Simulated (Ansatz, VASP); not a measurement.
# La in VASP and in Ansatz

```
La
1.0
    -2.12383    2.12383    2.12383
     2.12383   -2.12383    2.12383
     2.12383    2.12383   -2.12383
La
1
Direct
  0.00000 0.00000 0.00000
```

Alike in both runs: task single point; functional PBEsol; k mesh 9 × 9 × 9; occupations gaussian, width 0.05 eV; no spin polarisation.

|  | VASP | Ansatz |
| --- | --- | --- |
| version | VASP 6.6.1 | Ansatz 0.2.0 |
| potentials or method | VASP PAW PBE potentials, release 64 (La), cutoff 520 eV | all-electron LAPW, scalar-relativistic |

|  | VASP | Ansatz | Ansatz less VASP |
| --- | --- | --- | --- |
| gap on the k mesh at the Fermi level (eV) | none | none | - |
| pressure (GPa) | -2.6 | -2.6 | +0.01 |

VASP's potentials were made for PBE, not for PBEsol. A gap of «none» marks a metal or a gap that the smearing closes. Ansatz ran all-electron here, and VASP with PAW potentials.

Spin-orbit coupling is off throughout.
